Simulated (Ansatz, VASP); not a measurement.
**One calculation of BSe2, two programs**

```
B Se
1.0
     0.00000    4.01314    4.01314
     4.01314    0.00000    4.01314
     4.01314    4.01314    0.00000
B Se
2 4
Cartesian
  0.0000 0.0000 0.0000
  2.0066 2.0066 2.0066
  5.0164 5.0164 5.0164
  5.0164 3.0099 3.0099
  3.0099 3.0099 5.0164
  3.0099 5.0164 3.0099
```

Alike in both runs: functional PBE; k mesh 4 × 4 × 4; occupations gaussian, width 0.1 eV; no spin polarisation.

Ansatz relaxed the structure, and its values are those at the end. VASP's run is a single point on that final structure, the one shown.

```csv
,VASP,Ansatz
version,VASP 6.6.1,Ansatz 0.2.0
potentials or method,"VASP PAW PBE potentials, release 64 (B, Se), cutoff 520 eV","scalar-relativistic, plane waves, PAW"
valence electrons in the cell,30,70
```

```csv
,VASP,Ansatz,Ansatz less VASP
gap on the k mesh at the Fermi level (eV),none,none,-
pressure (GPa),-0.1,-0.1,-0.01
```

A gap of «none» marks a metal or a gap that the smearing closes. VASP's potentials hold 30 valence electrons a cell and Ansatz's 70, so a difference there can come from the potentials and not from the codes.
